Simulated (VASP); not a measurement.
# HgH3 (P-6m2) in VASP: further runs

HgH3 is run at these levels: PBE; tasks: relaxation of cell and atoms.

All numbers are computed with VASP 6.6.1; they aren't measurements. Logs are shortened: lines on timing, memory, paths and dates and some standing lists are left out, and cuts for length are marked.

## (1) The cell of the first run

The structure is hexagonal, space group P-6m2 (No. 187). Conventional cell: a = 2.841 Å, b = 2.841 Å, c = 6.113 Å, α = 90.00°, β = 90.00°, γ = 120.00°. Hg (site symmetry -6m2) has 6 Hg at 2.84 Å and 18 H at 3.19 to 3.71 Å within 3.8 Å. H (site symmetry mm2) has 4 H at 1.29 to 1.55 Å within 1.7 Å.

The cell was generated, and may not be a known phase.

## (2) Relaxation of cell and atoms, PBE

INCAR

```
SYSTEM = HgH3
ALGO = Normal ; EDIFF = 1E-6
EDIFFG = -0.01 ; ENCUT = 600
GGA = PE ; IBRION = 2
ISIF = 3 ; ISMEAR = 0
LASPH = .TRUE. ; LCHARG = .FALSE.
LREAL = .FALSE. ; LWAVE = .FALSE.
NELM = 60 ; NSW = 100
PREC = Accurate ; SIGMA = 0.1
```

KPOINTS

```
k-points
0
G
  18 18 8
  0 0 0
```

POSCAR

```
HgH3
1.0
    2.8408935493      0.0000000000      0.0000000000
   -1.4204467747      2.4602859832      0.0000000000
    0.0000000000      0.0000000000      6.1125185279
Hg H
1 3
Direct
    0.0000000000      0.0000000000      0.0000000000
    0.8175549769      0.1824450231      0.5000000000
    0.8175549769      0.6351099537      0.5000000000
    0.3648900463      0.1824450231      0.5000000000
```

Potentials or basis: VASP PAW PBE potentials, release 64 (Hg, H).

Run with:

```bash
> cat potpaw_PBE.64/Hg/POTCAR potpaw_PBE.64/H/POTCAR > POTCAR
> mpirun -np 1 vasp_std > vasp.out
```

OUTCAR:

```text
SYSTEM = HgH3
   EDIFF = 1E-6
   EDIFFG = -0.01
   ENCUT = 600
   GGA = PE
   IBRION = 2
   ISIF = 3
   ISMEAR = 0
   LASPH = .TRUE.
   LREAL = .FALSE.
   NELM = 60
   NSW = 100
   PREC = Accurate

 ion  position               nearest neighbor table
   1  0.000  0.000  0.000-
   2  0.818  0.182  0.500-
   3  0.818  0.635  0.500-
   4  0.365  0.182  0.500-

  LATTYP: Found a hexagonal cell.
 ALAT       =     2.8408935493
 C/A-ratio  =     2.1516182926

  Lattice vectors:

 A1 = (   2.8408935493,   0.0000000000,   0.0000000000)
 A2 = (  -1.4204467747,   2.4602859832,   0.0000000000)
 A3 = (   0.0000000000,   0.0000000000,   6.1125185279)

Analysis of symmetry for initial positions (statically):
=====================================================================
 Subroutine PRICEL returns:
 Original cell was already a primitive cell.

 Routine SETGRP: Setting up the symmetry group for a
 hexagonal supercell.

 Subroutine GETGRP returns: Found 12 space group operations
 (whereof 12 operations were pure point group operations)
 out of a pool of 24 trial point group operations.

The static configuration has the point symmetry D_3h.

Analysis of symmetry for dynamics (positions and initial velocities):
=====================================================================
 Subroutine PRICEL returns:
 Original cell was already a primitive cell.

 Routine SETGRP: Setting up the symmetry group for a
 hexagonal supercell.

 Subroutine GETGRP returns: Found 12 space group operations
 (whereof 12 operations were pure point group operations)
 out of a pool of 24 trial point group operations.

The dynamic configuration has the point symmetry D_3h.

 Subroutine INISYM returns: Found 12 space group operations
 (whereof 12 operations are pure point group operations),
 and found     1 'primitive' translations

----------------------------------------------------------------------------------------

                                     Primitive cell

  volume of cell :      42.7229

  direct lattice vectors                    reciprocal lattice vectors
     2.840893549  0.000000000  0.000000000     0.352001926  0.203228407  0.000000000
    -1.420446775  2.460285983  0.000000000     0.000000000  0.406456813  0.000000000
     0.000000000  0.000000000  6.112518528     0.000000000  0.000000000  0.163598686

  length of vectors
     2.840893549  2.840893549  6.112518528     0.406456813  0.406456813  0.163598686

  position of ions in fractional coordinates (direct lattice)
     0.000000000  0.000000000  0.000000000
     0.817554977  0.182445023  0.500000000
     0.817554977  0.635109954  0.500000000
     0.364890046  0.182445023  0.500000000

  ion indices of the primitive-cell ions
   primitive index   ion index
                 1           1
                 2           2
                 3           3
                 4           4

----------------------------------------------------------------------------------------

 KPOINTS: k-points

Automatic generation of k-mesh.
 Grid dimensions read from file:
 generate k-points for:   18   18    8

 Generating k-lattice:

  Cartesian coordinates                     Fractional coordinates (reciprocal lattice)
     0.019555663  0.011290467  0.000000000     0.055555556 -0.000000000  0.000000000
     0.000000000  0.022580934  0.000000000     0.000000000  0.055555556  0.000000000
     0.000000000  0.000000000  0.020449836     0.000000000  0.000000000  0.125000000

  Length of vectors
     0.022580934  0.022580934  0.020449836

  Shift w.r.t. Gamma in fractional coordinates (k-lattice)
     0.000000000  0.000000000  0.000000000

 Subroutine IBZKPT returns following result:
 ===========================================

 Found    185 irreducible k-points:

 Following reciprocal coordinates:
            Coordinates               Weight
  0.000000  0.000000  0.000000      1.000000
  0.055556  0.000000  0.000000      6.000000
  0.111111  0.000000  0.000000      6.000000
  0.166667  0.000000  0.000000      6.000000
  0.222222  0.000000  0.000000      6.000000
  0.277778  0.000000  0.000000      6.000000
[... 16 lines left out ...]
  0.333333  0.111111  0.000000     12.000000
  0.388889  0.111111  0.000000     12.000000
 [... further k-points ...]
   k-points           NKPTS =    185   k-points in BZ     NKDIM =    185   number of bands    NBANDS=     11
   number of dos      NEDOS =    301   number of ions     NIONS =      4
   total plane-waves  NPLWV =  28800
   dimension x,y,z NGX =    24 NGY =   24 NGZ =   50
   dimension x,y,z NGXF=    48 NGYF=   48 NGZF=  100
   ions per type =               1   3
   NGX,Y,Z   is equivalent  to a cutoff of  14.04, 14.04, 13.60 a.u.
   NGXF,Y,Z  is equivalent  to a cutoff of  28.09, 28.09, 27.20 a.u.
 SYSTEM =  HgH3
   PREC   = accura    normal or accurate (medium, high low for compatibility)
   ISTART =      0    job   : 0-new  1-cont  2-samecut
   ICHARG =      2    charge: 1-file 2-atom 10-const
   ISPIN  =      1    spin polarized calculation?
   LNONCOLLINEAR =      F non collinear calculations
   LSORBIT =      F    spin-orbit coupling
   LASPH  =      T    aspherical Exc in radial PAW
   ENCUT  =  600.0 eV  44.10 Ry    6.64 a.u.   5.67  5.67 12.21*2*pi/ulx,y,z
   NELM   =     60;   NELMIN=  2; NELMDL= -5     # of ELM steps
   EDIFF  = 0.1E-05   stopping-criterion for ELM
   LREAL  =      F    real-space projection
   EDIFFG = -.1E-01   stopping-criterion for IOM
   NSW    =    100    number of steps for IOM
   IBRION =      2    ionic relax: 0-MD 1-quasi-New 2-CG
   NFREE  =      1    steps in history (QN), initial steepest desc. (CG)
   ISIF   =      3    stress and relaxation
   ISYM   =      2    0-nonsym 1-usesym 2-fastsym
   POTIM  = 0.5000    time-step for ionic-motion
   TEBEG  =    0.0;   TEEND  =   0.0 temperature during run
   PSTRESS=    0.0 pullay stress
   NELECT =      15.0000    total number of electrons
   NUPDOWN=      -1.0000    fix difference up-down
   EMIN   =  10.00;   EMAX   =-10.00  energy-range for DOS
   EFERMI =   0.00;   METHOD = LEGACY
   ISMEAR =     0;   SIGMA  =   0.10  broadening in eV -4-tet -1-fermi 0-gaus
   EFERMI_NEDOS =   21; number of points for ismear=-14 and -15
   IALGO  =     38    algorithm
   IMIX   =      4    mixing-type and parameters
     AMIX     =   0.40;   BMIX     =  1.00
     AMIX_MAG =   1.60;   BMIX_MAG =  1.00
  volume/ion in A,a.u.               =      10.68        72.08
  Fermi-wavevector in a.u.,A,eV,Ry     =   1.154919  2.182481 18.147978  1.333839
  Thomas-Fermi vector in A             =   2.291552
   LORBIT       =      0    0 simple, 1 ext, 2 COOP (PROOUT), +10 PAW based schemes
   GGA     = PE    functional components
   LHFCALC =     F    Hartree Fock is set to
   AEXX    =    0.0000 exact exchange contribution
   IVDW    =     0    specifies the selected vdW correction
   LEPSILON=     F    determine dielectric tensor
   LRPA    =     F    only Hartree local field effects (RPA)
 conjugate gradient relaxation of ions
 non-spin polarized calculation
 Gauss-broadening in eV      SIGMA  =   0.10
  energy-cutoff  :      600.00
  volume of cell :       42.72
 maximum number of plane-waves:      1444
 NGX is ok and might be reduce to    24
   NGX = 11   NGY = 11   NGZ = 25

--------------------------------------- Ionic step        1  -------------------------------------------

 number of electron      14.9999998 magnetization

 Free energy of the ion-electron system (eV)
  ---------------------------------------------------
  ext. energy  EPLUGINS =         0.00000000
  ---------------------------------------------------
  free energy    TOTEN  =        -7.46846997 eV

  energy without entropy =       -7.46613048  energy(sigma->0) =       -7.46730022

------------------------ aborting loop because EDIFF is reached ----------------------------------------

  FORCE on cell =-STRESS in cart. coord.  units (eV):
  Direction    XX          YY          ZZ          XY          YZ          ZX
  --------------------------------------------------------------------------------------
  -------------------------------------------------------------------------------------
  Total        0.1255316      0.1255316      0.0162755     -0.0000000      0.0000000      0.0000000
  in kB        4.7076380      4.7076380      0.6103583     -0.0000000      0.0000000      0.0000000
  external PRESSURE =       3.3418781 kB  Pullay stress =       0.0000000 kB

 VOLUME and BASIS-vectors are now :
 -----------------------------------------------------------------------------
  energy-cutoff  :      600.00
  volume of cell :       42.72
      direct lattice vectors                 reciprocal lattice vectors
     2.840893549  0.000000000  0.000000000     0.352001926  0.203228407  0.000000000
    -1.420446775  2.460285983  0.000000000     0.000000000  0.406456813  0.000000000
     0.000000000  0.000000000  6.112518528     0.000000000  0.000000000  0.163598686

 POSITION                                       TOTAL-FORCE (eV/Angst)
 -----------------------------------------------------------------------------------
      0.00000      0.00000      0.00000         0.000000     -0.000000      0.000000
      2.06343      0.44887      3.05626         0.004356     -0.002515     -0.000000
      1.42045      1.56255      3.05626        -0.000000      0.005030     -0.000000
      0.77746      0.44887      3.05626        -0.004356     -0.002515     -0.000000
 -----------------------------------------------------------------------------------
    total drift:                                0.000000     -0.000000      0.000000

  FREE ENERGIE OF THE ION-ELECTRON SYSTEM (eV)
  ---------------------------------------------------
  free  energy   TOTEN  =        -7.4684699662 eV

  energy  without entropy=       -7.4661304805  energy(sigma->0) =       -7.46730022

--------------------------------------- Ionic step        2  -------------------------------------------

 number of electron      14.9999998 magnetization

 Free energy of the ion-electron system (eV)
  ---------------------------------------------------
  ext. energy  EPLUGINS =         0.00000000
  ---------------------------------------------------
  free energy    TOTEN  =        -7.46871440 eV

  energy without entropy =       -7.46629235  energy(sigma->0) =       -7.46750338

 E-fermi :   1.3224     XC(G=0):  -9.3672

 val. band max:        1.2834616170   @ k =   0.4444   0.1111   0.3750
 cond. band min:       1.3363986806   @ k =   0.1111   0.0000   0.2500
 fundamental gap:      0.0529370636
 Fermi energy:         1.3224078531

 k-point     1 :       0.0000    0.0000    0.0000
  band No.  band energies     occupation
      1      -9.4251      2.00000
      2      -8.5209      2.00000
      3      -6.4987      2.00000
      4      -6.4987      2.00000
      5      -5.0990      2.00000
      6      -5.0990      2.00000
      7      -5.0744      2.00000
      8       0.0687      2.00000
      9       9.6517      0.00000
     10       9.6517      0.00000
     11      10.4976      0.00000

 k-point     2 :       0.0556    0.0000    0.0000
  band No.  band energies     occupation
      1      -9.3499      2.00000
      2      -8.4337      2.00000
      3      -6.5284      2.00000
      4      -6.4428      2.00000
      5      -5.1761      2.00000
      6      -5.1099      2.00000
      7      -5.0457      2.00000
      8       0.2019      2.00000
      9       9.1360      0.00000
     10       9.5555      0.00000
     11      10.6010      0.00000
[... 295 lines left out ...]
 k-point    24 :       0.3889    0.1111    0.0000
  band No.  band energies     occupation
      1      -7.7604      2.00000
      2      -6.7357      2.00000
      3      -5.6936      2.00000
      4      -5.5783      2.00000
      5      -5.0383      2.00000
      6      -4.6680      2.00000
      7      -1.0064      2.00000
      8       0.2429      2.00000
      9       3.7404      0.00000
     10       5.7961      0.00000
     11       5.9582      0.00000

 [... further k-points ...]
[... 5 lines left out ...]
  --------------------------------------------------------------------------------------
  -------------------------------------------------------------------------------------
  Total        0.0244153      0.0244153     -0.0082559     -0.0000000      0.0000000     -0.0000000
  in kB        0.9126694      0.9126694     -0.3086120     -0.0000000      0.0000000     -0.0000000
  external PRESSURE =       0.5055756 kB  Pullay stress =       0.0000000 kB

 VOLUME and BASIS-vectors are now :
 -----------------------------------------------------------------------------
  energy-cutoff  :      600.00
  volume of cell :       42.86
      direct lattice vectors                 reciprocal lattice vectors
     2.845194648 -0.000000000  0.000000000     0.351469802  0.202921185  0.000000000
    -1.422597324  2.464010844  0.000000000     0.000000000  0.405842370 -0.000000000
    -0.000000000  0.000000000  6.113718376    -0.000000000 -0.000000000  0.163566579

 POSITION                                       TOTAL-FORCE (eV/Angst)
 -----------------------------------------------------------------------------------
     -1.42260      2.46401      0.00000        -0.000000     -0.000000      0.000000
      2.06677      0.44943      3.05686        -0.000429      0.000248      0.000000
      1.42260      1.56516      3.05686         0.000000     -0.000495     -0.000000
      0.77843      0.44943      3.05686         0.000429      0.000248      0.000000
 -----------------------------------------------------------------------------------
    total drift:                                0.000000     -0.000000      0.000000

  FREE ENERGIE OF THE ION-ELECTRON SYSTEM (eV)
  ---------------------------------------------------
  free  energy   TOTEN  =        -7.4687144034 eV

  energy  without entropy=       -7.4662923539  energy(sigma->0) =       -7.46750338

 reached required accuracy - stopping structural energy minimisation
```

It took 47 s on 1 thread of Intel Xeon 6975P-C (Granite Rapids), shared host; peak memory 0.26 GiB.

What came out:

- Free energy: -7.4687 eV
- Relaxed volume: 10.72 Å³/atom
- Relaxed cell: a = 2.845 Å, b = 2.845 Å, c = 6.114 Å, α = 90.00°, β = 90.00°, γ = 120.00°
- Space group after relaxing (to 0.1 Å): P-6m2 (No. 187)
- Energy gained by relaxing: 0.1 meV/atom
- Ionic steps: 2
- Pressure after relaxing: 0.1 GPa
- Band gap on the k mesh: zero (an odd number of electrons rules out a gap without spin polarisation)

Step by step:
```csv
step,energy change (eV),largest force (eV/Å),pressure (GPa),volume (Å³)
1,0.0000,0.0050,0.33,42.72
2,-0.0002,0.0005,0.05,42.86
```

Final structure:
```xyz
4
Lattice="2.8452 0.0000 0.0000 -1.4226 2.4640 0.0000 0.0000 0.0000 6.1137" Properties=species:S:1:pos:R:3 pbc="T T T"
Hg   -1.4226    2.4640    0.0000
H     2.0668    0.4494    3.0569
H     1.4226    1.5652    3.0569
H     0.7784    0.4494    3.0569
```

Caveat: spin-orbit coupling is left out, which moves the levels of the heavy elements.

(Continued in part 2 of 2.)

The gap in the log of VASP goes by the Fermi energy; the results here count the filled bands.